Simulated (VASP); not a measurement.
A run of VASP 6.6.1:

Contents of INCAR:

```
SYSTEM = AgB2
ALGO = Normal ; EDIFF = 1E-6
ENCUT = 520 ; GGA = PS
ISIF = 2 ; ISMEAR = -1
LASPH = .TRUE. ; LCHARG = .FALSE.
LREAL = .FALSE. ; LWAVE = .FALSE.
NBANDS = 16 ; NELM = 60
PREC = Accurate ; SIGMA = 0.05
```

KPOINTS

```
k-points
0
G
  16 16 13
  0 0 0
```

Contents of POSCAR:

```
AgB2
1.0
    3.0000016405      0.0000000000      0.0000000000
   -1.5000008203      2.5980776321      0.0000000000
    0.0000000000      0.0000000000      3.1752000000
Ag B
1 2
Direct
    0.0000000000      0.0000000000      0.0000000000
    0.3333333333      0.6666666667      0.5000000000
    0.6666666667      0.3333333333      0.5000000000
```

Potentials or basis: VASP PAW PBE potentials, release 64 (Ag, B).

Run with:

```sh
$ cat potpaw_PBE.64/Ag/POTCAR potpaw_PBE.64/B/POTCAR > POTCAR
$ mpirun -np 1 vasp_std > vasp.out
```

Hardware: 1 thread of Intel(R) Xeon(R) Platinum 8175M CPU @ 2.50GHz (Skylake/Cascade Lake), with other jobs on the host.

Problem. How long does it take, and how much memory?

Solution. Run time: 62 s on 1 thread of Intel(R) Xeon(R) Platinum 8175M CPU @ 2.50GHz (Skylake/Cascade Lake), with other jobs on the host, peak memory 0.2 GiB. Counts: scf iterations 12, k points 210.
